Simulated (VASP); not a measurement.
Runs of VASP 6.6.1 on ReP2. The structure is that of space group P-4m2 (No. 115), or close to it. The cells are those of the table. 

```tsv
task	spin	cell	k mesh	cutoff (eV)	gap on the mesh (eV)	pressure (GPa)	relaxed volume (Å³/atom)	largest force (eV/Å)
relaxation of cell and atoms	off	relaxed from a = 3.802, b = 3.802, c = 5.376 Å, 3 atoms	4 × 4 × 4	600	none	-0.1	(b)	0.02
relaxation of cell and atoms	off	relaxed from a = 3.103, b = 3.103, c = 5.453 Å, 3 atoms	14 × 14 × 8	600	none	0.0	17.21	0.01
relaxation of cell and atoms	off	relaxed from a = 3.108, b = 3.108, c = 5.407 Å, 3 atoms	6 × 6 × 4	600	none	-0.1	17.52	0.03
single point	off	a = 3.103, b = 3.103, c = 5.453 Å, 3 atoms	6 × 6 × 4	520	none	0.7	-	0.07
single point	off	a = 3.108, b = 3.108, c = 5.407 Å, 3 atoms	4 × 4 × 4	520	none	(a)	-	0.06
single point	collinear, ferromagnetic start	a = 3.103, b = 3.103, c = 5.453 Å, 3 atoms	6 × 6 × 4	520	none	0.7	-	0.07
single point	off	a = 3.802, b = 3.802, c = 5.376 Å, 3 atoms	4 × 4 × 4	520	none	-7.9	-	1.10
single point	off	a = 3.065, b = 3.065, c = 5.477 Å, 3 atoms	14 × 14 × 8	520	none	0.6	-	0.07
```

Alike in all rows: level PBE; potentials or basis VASP PAW PBE potentials, release 64 (Re, P); smearing gaussian 0.1 eV.

Estimate the missing entries.

(a) 0.4; (b) 17.55.

Caveats: some runs use coarse meshes; spin-orbit coupling is left out, which moves the levels of the heavy elements; the volume moved by over 15 % at a fixed basis, so the end points are rough (some runs); forces of over 1 eV/Å act on the atoms, so gaps and moduli don't describe the material at rest (some runs).

A k mesh can miss the band edges, and the runs leave out spin-orbit coupling on Re.

A gap of «none» marks levels without a gap at the run's occupations.
